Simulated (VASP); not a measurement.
# MoC2 (P-4m2) in VASP: notebook

The runs below take MoC2 through single point, relaxation of cell and atoms, with PBE.

Everything below comes from runs of VASP 6.6.1. Logs are shortened: lines on timing, memory, paths and dates and some standing lists are left out, and cuts for length are marked.

**1. The cell of the first run**

It takes space group P-4m2 (No. 115, tetragonal). Conventional cell: a = 3.412 Å, b = 3.412 Å, c = 5.453 Å, α = 90.00°, β = 90.00°, γ = 90.00°. Mo (site symmetry -4m2) has 4 C at 1.94 Å within 2.6 Å. Within 2.6 Å of C (site symmetry 2mm) lie 2 Mo at 1.94 Å.

**2. Single point, PBE (atoms taken out)**

INCAR reads:

```
PREC     = Accurate       # precision mode
ENCUT    = 520            # plane-wave cutoff, eV
EDIFF    = 1E-7           # SCF threshold, eV
ISMEAR   = 0              # smearing method
SIGMA    = 0.1            # smearing width, eV
LREAL    = False          # projectors in reciprocal space
LASPH    = True           # aspherical terms in the spheres
NELM     = 80             # most SCF steps
ALGO     = Normal         # electronic algorithm
ISIF     = 2              # what is computed and relaxed
LWAVE    = False          # write WAVECAR
LCHARG   = False          # write CHGCAR
GGA      = PE             # functional
NBANDS   = 18             # bands
```

KPOINTS reads:

```
Automatic mesh
0
Gamma
  4 4 4
```

POSCAR reads:

```
MoC2
1.0
    3.4121984654      0.0000000000      0.0000000000
    0.0000000000      3.4121984654      0.0000000000
    0.0000000000      0.0000000000      5.4526318568
Mo C
1 2
Direct
    0.0000000000      0.0000000000      0.0000000000
    0.5000000000      0.0000000000      0.1681918810
    0.0000000000      0.5000000000      0.8318081190
```

Potentials or basis: VASP PAW PBE potentials, release 64 (Mo_sv, C).

On the command line:

```bash
cat potpaw_PBE.64/Mo_sv/POTCAR potpaw_PBE.64/C/POTCAR > POTCAR
mpirun -np 1 vasp_std > vasp.out
```

OUTCAR:

```text
PREC = Accurate
   ENCUT = 520
   EDIFF = 1E-7
   ISMEAR = 0
   LREAL = False
   LASPH = True
   NELM = 80
   ISIF = 2
   GGA = PE

 ion  position               nearest neighbor table
   1  0.000  0.000  0.000-   2 1.94   3 1.94   3 1.94   2 1.94
   2  0.500  0.000  0.168-   1 1.94   1 1.94
   3  0.000  0.500  0.832-   1 1.94   1 1.94

  LATTYP: Found a simple tetragonal cell.
 ALAT       =     3.4121984654
 C/A-ratio  =     1.5979820377

  Lattice vectors:

 A1 = (   3.4121984654,   0.0000000000,   0.0000000000)
 A2 = (   0.0000000000,   3.4121984654,   0.0000000000)
 A3 = (   0.0000000000,   0.0000000000,   5.4526318568)

Analysis of symmetry for initial positions (statically):
=====================================================================
 Subroutine PRICEL returns:
 Original cell was already a primitive cell.

 Routine SETGRP: Setting up the symmetry group for a
 simple tetragonal supercell.

 Subroutine GETGRP returns: Found  8 space group operations
 (whereof  8 operations were pure point group operations)
 out of a pool of 16 trial point group operations.

The static configuration has the point symmetry D_2d.

Analysis of symmetry for dynamics (positions and initial velocities):
=====================================================================
 Subroutine PRICEL returns:
 Original cell was already a primitive cell.

 Routine SETGRP: Setting up the symmetry group for a
 simple tetragonal supercell.

 Subroutine GETGRP returns: Found  8 space group operations
 (whereof  8 operations were pure point group operations)
 out of a pool of 16 trial point group operations.

The dynamic configuration has the point symmetry D_2d.

 Subroutine INISYM returns: Found  8 space group operations
 (whereof  8 operations are pure point group operations),
 and found     1 'primitive' translations

----------------------------------------------------------------------------------------

                                     Primitive cell

  volume of cell :      63.4855

  direct lattice vectors                    reciprocal lattice vectors
     3.412198465  0.000000000  0.000000000     0.293066189  0.000000000  0.000000000
     0.000000000  3.412198465  0.000000000     0.000000000  0.293066189  0.000000000
     0.000000000  0.000000000  5.452631857     0.000000000  0.000000000  0.183397674

  length of vectors
     3.412198465  3.412198465  5.452631857     0.293066189  0.293066189  0.183397674

  position of ions in fractional coordinates (direct lattice)
     0.000000000  0.000000000  0.000000000
     0.500000000  0.000000000  0.168191881
     0.000000000  0.500000000  0.831808119

  ion indices of the primitive-cell ions
   primitive index   ion index
                 1           1
                 2           2
                 3           3

----------------------------------------------------------------------------------------

 KPOINTS: Automatic mesh

Automatic generation of k-mesh.
 Grid dimensions read from file:
 generate k-points for:    4    4    4

 Generating k-lattice:

  Cartesian coordinates                     Fractional coordinates (reciprocal lattice)
     0.073266547  0.000000000  0.000000000     0.250000000  0.000000000  0.000000000
     0.000000000  0.073266547  0.000000000     0.000000000  0.250000000  0.000000000
     0.000000000  0.000000000  0.045849419     0.000000000  0.000000000  0.250000000

  Length of vectors
     0.073266547  0.073266547  0.045849419

  Shift w.r.t. Gamma in fractional coordinates (k-lattice)
     0.000000000  0.000000000  0.000000000

 Subroutine IBZKPT returns following result:
 ===========================================

 Found     18 irreducible k-points:

 Following reciprocal coordinates:
            Coordinates               Weight
  0.000000  0.000000  0.000000      1.000000
  0.250000  0.000000  0.000000      4.000000
  0.500000  0.000000  0.000000      2.000000
  0.250000  0.250000  0.000000      4.000000
  0.500000  0.250000  0.000000      4.000000
  0.500000  0.500000  0.000000      1.000000
[... 10 lines left out ...]
  0.500000  0.250000  0.500000      4.000000
  0.500000  0.500000  0.500000      1.000000
   k-points           NKPTS =     18   k-points in BZ     NKDIM =     18   number of bands    NBANDS=     18
   number of dos      NEDOS =    301   number of ions     NIONS =      3
   total plane-waves  NPLWV =  32928
   dimension x,y,z NGX =    28 NGY =   28 NGZ =   42
   dimension x,y,z NGXF=    56 NGYF=   56 NGZF=   84
   ions per type =               1   2
   NGX,Y,Z   is equivalent  to a cutoff of  13.64, 13.64, 12.81 a.u.
   NGXF,Y,Z  is equivalent  to a cutoff of  27.28, 27.28, 25.61 a.u.
 SYSTEM =  unknown system
   PREC   = accura    normal or accurate (medium, high low for compatibility)
   ISTART =      0    job   : 0-new  1-cont  2-samecut
   ICHARG =      2    charge: 1-file 2-atom 10-const
   ISPIN  =      1    spin polarized calculation?
   LNONCOLLINEAR =      F non collinear calculations
   LSORBIT =      F    spin-orbit coupling
   LASPH  =      T    aspherical Exc in radial PAW
   ENCUT  =  520.0 eV  38.22 Ry    6.18 a.u.   6.34  6.34 10.14*2*pi/ulx,y,z
   NELM   =     80;   NELMIN=  2; NELMDL= -5     # of ELM steps
   EDIFF  = 0.1E-06   stopping-criterion for ELM
   LREAL  =      F    real-space projection
   EDIFFG = 0.1E-05   stopping-criterion for IOM
   NSW    =      0    number of steps for IOM
   IBRION =     -1    ionic relax: 0-MD 1-quasi-New 2-CG
   NFREE  =      0    steps in history (QN), initial steepest desc. (CG)
   ISIF   =      2    stress and relaxation
   ISYM   =      2    0-nonsym 1-usesym 2-fastsym
   POTIM  = 0.5000    time-step for ionic-motion
   TEBEG  =    0.0;   TEEND  =   0.0 temperature during run
   PSTRESS=    0.0 pullay stress
   NELECT =      22.0000    total number of electrons
   NUPDOWN=      -1.0000    fix difference up-down
   EMIN   =  10.00;   EMAX   =-10.00  energy-range for DOS
   EFERMI =   0.00;   METHOD = LEGACY
   ISMEAR =     0;   SIGMA  =   0.10  broadening in eV -4-tet -1-fermi 0-gaus
   EFERMI_NEDOS =   21; number of points for ismear=-14 and -15
   IALGO  =     38    algorithm
   IMIX   =      4    mixing-type and parameters
     AMIX     =   0.40;   BMIX     =  1.00
     AMIX_MAG =   1.60;   BMIX_MAG =  1.00
  volume/ion in A,a.u.               =      21.16       142.81
  Fermi-wavevector in a.u.,A,eV,Ry     =   1.149893  2.172983 17.990361  1.322254
  Thomas-Fermi vector in A             =   2.286560
   LORBIT       =      0    0 simple, 1 ext, 2 COOP (PROOUT), +10 PAW based schemes
   GGA     = PE    functional components
   LHFCALC =     F    Hartree Fock is set to
   AEXX    =    0.0000 exact exchange contribution
   IVDW    =     0    specifies the selected vdW correction
   LEPSILON=     F    determine dielectric tensor
   LRPA    =     F    only Hartree local field effects (RPA)
 non-spin polarized calculation
 Gauss-broadening in eV      SIGMA  =   0.10
  energy-cutoff  :      520.00
  volume of cell :       63.49
 maximum number of plane-waves:      1732
 NGX is ok and might be reduce to    28
   NGX = 13   NGY = 13   NGZ = 21

 number of electron      21.9999998 magnetization

 Free energy of the ion-electron system (eV)
  ---------------------------------------------------
  ext. energy  EPLUGINS =         0.00000000
  ---------------------------------------------------
  free energy    TOTEN  =       -23.61455131 eV

  energy without entropy =      -23.60518153  energy(sigma->0) =      -23.60986642

 E-fermi :   1.0669     XC(G=0):  -8.2870

 val. band max:        1.0101863332   @ k =   0.2500   0.0000   0.2500
 cond. band min:       1.0737239126   @ k =   0.2500   0.0000   0.5000
 fundamental gap:      0.0635375794
 Fermi energy:         1.0669036014

 k-point     1 :       0.0000    0.0000    0.0000
  band No.  band energies     occupation
      1     -59.2210      2.00000
      2     -33.4075      2.00000
      3     -33.3878      2.00000
      4     -33.3878      2.00000
      5      -9.0857      2.00000
      6      -7.9198      2.00000
[... 10 lines left out ...]
     17       9.2298      0.00000
     18       9.2298      0.00000

 k-point     2 :       0.2500    0.0000    0.0000
  band No.  band energies     occupation
      1     -59.2168      2.00000
      2     -33.4708      2.00000
      3     -33.4020      2.00000
      4     -33.3819      2.00000
      5      -8.5884      2.00000
      6      -7.6888      2.00000
[... 10 lines left out ...]
     17       8.7427      0.00000
     18       8.7828      0.00000

 k-point     3 :       0.5000    0.0000    0.0000
  band No.  band energies     occupation
      1     -59.2126      2.00000
      2     -33.5511      2.00000
      3     -33.3977      2.00000
      4     -33.3760      2.00000
      5      -8.1432      2.00000
      6      -7.4175      2.00000
[... 10 lines left out ...]
     17       7.9924      0.00000
     18      10.1932      0.00000

 k-point     4 :       0.2500    0.2500    0.0000
  band No.  band energies     occupation
      1     -59.2126      2.00000
      2     -33.4644      2.00000
      3     -33.4640      2.00000
      4     -33.3965      2.00000
      5      -8.0412      2.00000
      6      -7.4850      2.00000
[... 249 lines left out ...]
      4     -33.3966      2.00000
      5      -7.9934      2.00000
      6      -7.5237      2.00000
[... 10 lines left out ...]
     17       7.8636      0.00000
     18       9.8095      0.00000

 k-point    17 :       0.5000    0.2500    0.5000
  band No.  band energies     occupation
      1     -59.2084      2.00000
      2     -33.5438      2.00000
      3     -33.4576      2.00000
      4     -33.3925      2.00000
      5      -7.5483      2.00000
      6      -7.2409      2.00000
[... 10 lines left out ...]
     17       7.3808      0.00000
     18      10.6672      0.00000

 k-point    18 :       0.5000    0.5000    0.5000
  band No.  band energies     occupation
      1     -59.2042      2.00000
      2     -33.5365      2.00000
      3     -33.5365      2.00000
      4     -33.3885      2.00000
      5      -7.0309      2.00000
      6      -7.0309      2.00000
[... 10 lines left out ...]
     17       6.9048      0.00000
     18      11.7988      0.00000

------------------------ aborting loop because EDIFF is reached ----------------------------------------

  FORCE on cell =-STRESS in cart. coord.  units (eV):
  Direction    XX          YY          ZZ          XY          YZ          ZX
  --------------------------------------------------------------------------------------
  -------------------------------------------------------------------------------------
  Total        0.0686679      0.0686679      0.0579892      0.0000000     -0.0000000      0.0000000
  in kB        1.7329630      1.7329630      1.4634662      0.0000000     -0.0000000      0.0000000
  external PRESSURE =       1.6431307 kB  Pullay stress =       0.0000000 kB

 VOLUME and BASIS-vectors are now :
 -----------------------------------------------------------------------------
  energy-cutoff  :      520.00
  volume of cell :       63.49
      direct lattice vectors                 reciprocal lattice vectors
     3.412198465  0.000000000  0.000000000     0.293066189  0.000000000  0.000000000
     0.000000000  3.412198465  0.000000000     0.000000000  0.293066189  0.000000000
     0.000000000  0.000000000  5.452631857     0.000000000  0.000000000  0.183397674

 POSITION                                       TOTAL-FORCE (eV/Angst)
 -----------------------------------------------------------------------------------
      0.00000      0.00000      0.00000        -0.000000      0.000000     -0.000000
      1.70610      0.00000      0.91709         0.000000      0.000000      0.013912
      0.00000      1.70610      4.53554         0.000000      0.000000     -0.013912
 -----------------------------------------------------------------------------------
    total drift:                               -0.000000     -0.000000     -0.000000

  FREE ENERGIE OF THE ION-ELECTRON SYSTEM (eV)
  ---------------------------------------------------
  free  energy   TOTEN  =       -23.6145513086 eV

  energy  without entropy=      -23.6051815300  energy(sigma->0) =      -23.60986642
```

Run time: 32 s. Hardware: 1 thread of Intel Xeon 8259CL, shared host; peak memory 0.18 GiB.

Results:

| Property | Result |
| --- | --- |
| Free energy | -23.6146 eV |
| Pressure | 0.2 GPa |
| Largest force | 0.014 eV/Å |
| Band gap on the k mesh | zero (bands 11 and 12 overlap by 1.28 eV) |

Forces in eV/Å, atoms in the order of the input:
```
Mo   0.000  0.000  0.000
C    0.000  0.000  0.014
C    0.000  0.000 -0.014
```

Levels at points of the mesh, in eV from the Fermi level:
| k point | band 8 | band 9 | band 10 | band 11 | band 12 | band 13 | band 14 | band 15 |
| --- | --- | --- | --- | --- | --- | --- | --- | --- |
| (0.00, 0.00, 0.00) | -2.87 | -2.87 | -2.42 | 1.12 | 1.12 | 1.27 | 4.35 | 6.11 |
| (0.50, 0.00, 0.00) | -2.63 | -2.30 | -1.59 | -1.46 | 0.80 | 1.54 | 4.07 | 4.95 |
| (0.50, 0.50, 0.00) | -2.19 | -1.81 | 0.52 | 0.52 | 0.97 | 1.35 | 1.61 | 1.61 |
| (0.00, 0.00, 0.50) | -2.88 | -2.88 | -2.51 | 1.16 | 1.16 | 1.27 | 4.43 | 6.96 |
| (0.50, 0.00, 0.50) | -2.59 | -2.36 | -1.71 | -1.58 | 1.00 | 1.38 | 3.99 | 4.93 |
| (0.50, 0.50, 0.50) | -2.23 | -1.65 | 0.36 | 0.36 | 0.77 | 1.39 | 1.86 | 1.86 |

Caveat: the k points lie up to 0.46 Å⁻¹ apart, too coarse for converged energies and pressures of a metal; the cell differs from its parent crystal (atoms taken out).

**3. Relaxation of cell and atoms, PBE (atoms taken out)**

INCAR reads:

```
PREC     = Accurate       # precision mode
ENCUT    = 600            # plane-wave cutoff, eV
EDIFF    = 1E-6           # SCF threshold, eV
ISMEAR   = 0              # smearing method
SIGMA    = 0.1            # smearing width, eV
LREAL    = F              # projectors in reciprocal space
LASPH    = T              # aspherical terms in the spheres
NELM     = 100            # most SCF steps
ALGO     = Normal         # electronic algorithm
ISIF     = 3              # what is computed and relaxed
LWAVE    = F              # write WAVECAR
LCHARG   = F              # write CHGCAR
GGA      = PE             # functional
IBRION   = 2              # ionic algorithm
NSW      = 90             # ionic steps
EDIFFG   = -0.04          # ionic threshold
```

KPOINTS is that of step 2.

POSCAR reads:

```
MoC2
1.0
    4.3125144400      0.0000000000      0.0000000000
    0.0000000000      4.3125144400      0.0000000000
    0.0000000000      0.0000000000      6.0988164000
Mo C
1 2
Direct
    0.0000000000      0.0000000000      0.0000000000
    0.5000000000      0.0000000000      0.2500000000
    0.0000000000      0.5000000000      0.7500000000
```

Potentials or basis: VASP PAW PBE potentials, release 64 (Mo_sv, C).

On the command line:

```bash
cat potpaw_PBE.64/Mo_sv/POTCAR potpaw_PBE.64/C/POTCAR > POTCAR
mpirun -np 1 vasp_std > vasp.out
```

Wall time 31 min (1 thread of Intel Xeon 8259CL, shared host); peak memory 0.28 GiB.

Results (log left out):

* Free energy: -25.1356 eV
* Relaxed volume: 9.96 Å³/atom
* Relaxed cell: a = 3.147 Å, b = 3.147 Å, c = 3.016 Å, α = 90.00°, β = 90.00°, γ = 90.00°
* Space group after relaxing (to 0.1 Å): P4/mmm (No. 123)
* Energy gained by relaxing: 3570.0 meV/atom
* Ionic steps: 50
* Pressure after relaxing: 0.0 GPa
* Largest force after relaxing: 0.035 eV/Å
* Band gap on the k mesh: zero (bands 11 and 12 overlap by 1.21 eV)

Forces in eV/Å, atoms in the order of the input:
```
Mo   0.000  0.000  0.000
C    0.000  0.000 -0.035
C    0.000  0.000  0.035
```

Stress tensor (GPa, compression positive):
```
 0.14  0.00  0.00
 0.00  0.14  0.00
 0.00  0.00 -0.42
```

Step by step:
```tsv
step	energy change (eV)	largest force (eV/Å)	pressure (GPa)	volume (Å³)
1	0.0000	3.6847	-17.84	113.42
3	-9.1092	0.0831	2.82	50.90
5	-9.1451	0.3214	0.38	52.21
7	-9.1797	0.0423	0.93	53.32
9	-9.1839	0.1068	0.51	53.78
11	-9.1839	0.1205	0.49	53.82
13	-9.1846	0.0438	-0.23	54.02
15	-9.1886	0.0216	-0.21	53.07
17	-9.2199	0.0256	0.40	48.83
19	-9.7487	2.1505	35.49	32.07
21	-9.8503	2.2216	20.94	34.80
23	-9.8223	2.3036	28.40	33.32
25	-9.8983	2.1219	24.70	33.66
27	-10.1317	1.3681	9.90	35.24
29	-10.2059	0.6905	-2.46	36.91
31	-10.2107	0.7025	-1.92	36.79
33	-10.2497	0.5845	-1.60	36.36
35	-10.3363	0.3755	0.24	34.66
37	-10.4754	0.2234	24.13	28.31
39	-10.5115	0.5035	15.63	29.38
41	-10.5779	0.2759	12.07	29.40
43	-10.5173	1.1326	9.72	29.47
45	-10.6718	0.3136	4.60	29.68
47	-10.7022	0.1426	-2.85	30.28
49	-10.7096	0.0408	-0.88	29.95
50	-10.7101	0.0350	-0.05	29.87
```

Final structure:
```xyz
3
Lattice="3.1472 0.0000 0.0000 0.0000 3.1472 0.0000 0.0000 0.0000 3.0162" Properties=species:S:1:pos:R:3 pbc="T T T"
Mo    0.0000    0.0000    0.0000
C     1.5736    0.0000    1.5115
C     0.0000    1.5736    1.5047
```

Levels at points of the mesh, in eV from the Fermi level:
| k point | band 8 | band 9 | band 10 | band 11 | band 12 | band 13 | band 14 | band 15 |
| --- | --- | --- | --- | --- | --- | --- | --- | --- |
| (0.00, 0.00, 0.00) | -3.84 | -3.84 | -1.94 | -0.21 | -0.21 | 0.41 | 1.16 | 3.10 |
| (0.50, 0.00, 0.00) | -5.08 | -3.27 | -1.37 | -0.32 | -0.03 | 0.40 | 1.02 | 3.59 |
| (0.50, 0.50, 0.00) | -8.19 | -4.79 | -4.79 | -0.17 | 1.73 | 2.30 | 5.99 | 7.74 |
| (0.00, 0.00, 0.50) | -6.96 | -6.07 | -5.55 | 0.80 | 1.05 | 2.75 | 2.75 | 8.20 |
| (0.50, 0.00, 0.50) | -5.82 | -3.49 | -0.60 | -0.28 | 0.25 | 0.90 | 1.45 | 3.20 |
| (0.50, 0.50, 0.50) | -5.66 | -3.13 | -2.52 | -2.52 | 1.47 | 1.86 | 4.59 | 4.63 |

Caveat: the k points lie up to 0.52 Å⁻¹ apart in the final cell, too coarse for converged energies and pressures of a metal; the cell differs from its parent crystal (atoms taken out); the volume moved by over 15 % at a fixed basis, so the end points are rough.

The gap in the log of VASP goes by the Fermi energy; the results here count the filled bands.